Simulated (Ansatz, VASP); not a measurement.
This is a calculation of NaLa3 for Ansatz 0.2.0.

Contents of input.yaml:

```yaml
crystal:
  lattice:
    - [5.256287, 0.0, 0.0]
    - [0.0, 5.256287, 0.0]
    - [0.0, 0.0, 5.256287]
  atoms:
    - { symbol: La, position: [0.5, 0.5, 0.0] }
    - { symbol: La, position: [0.0, 0.5, 0.5] }
    - { symbol: La, position: [0.5, 0.0, 0.5] }
    - { symbol: Na, position: [0.0, 0.0, 0.0] }
hamiltonian:
  xc: pbe
  pseudopotentials: { kind: paw }
kpoints:
  mp_grid: { grid: [5, 5, 5] }
scf:
  occupations: { method: fermi_dirac, width: 0.05 }
output:
  forces: true
  stress: true
  eigenvalues: true
```

Potentials or basis: Ansatz PAW.

Run with:

```console
$ ansatz run input.yaml --threads 2 --pin off --max-ram 5120MiB --backend cpu --events-out ev --progress --plain --runs-dir out
```

Q: Set up the same calculation for VASP 6.6.1. Potentials there: VASP PAW PBE potentials, release 64 (La, Na_pv).

A: As run (the cutoff follows the program's own potentials):

The input INCAR:

```
SYSTEM = NaLa3
PREC = Accurate
ENCUT = 520
EDIFF = 1E-6
ISMEAR = -1
SIGMA = 0.05
LREAL = .FALSE.
LASPH = .TRUE.
NELM = 80
ALGO = Fast
ISIF = 2
LWAVE = .FALSE.
LCHARG = .FALSE.
GGA = PE
NBANDS = 28
```

The input KPOINTS:

```
Automatic mesh
0
G
  5 5 5
  0 0 0
```

The input POSCAR:

```
NaLa3
1.0
    5.2562870000      0.0000000000      0.0000000000
    0.0000000000      5.2562870000      0.0000000000
    0.0000000000      0.0000000000      5.2562870000
La Na
3 1
Direct
    0.5000000000      0.5000000000      0.0000000000
    0.0000000000      0.5000000000      0.5000000000
    0.5000000000      0.0000000000      0.5000000000
    0.0000000000      0.0000000000      0.0000000000
```

Potentials or basis: VASP PAW PBE potentials, release 64 (La, Na_pv).

Launch:

```sh
$ cat potpaw_PBE.64/La/POTCAR potpaw_PBE.64/Na_pv/POTCAR > POTCAR
$ mpirun -np 1 vasp_std > vasp.out
```

Both were run:

|  | VASP | Ansatz | Ansatz less VASP |
| --- | --- | --- | --- |
| gap on the k mesh at the Fermi level (eV) | none | none | - |
| pressure (GPa) | 0.2 | 0.2 | -0.04 |

A gap of «none» marks a metal or a gap that the smearing closes. VASP's potentials hold 40 valence electrons a cell and Ansatz's 42, so a difference there can come from the potentials and not from the codes.

Spin-orbit coupling is off throughout.
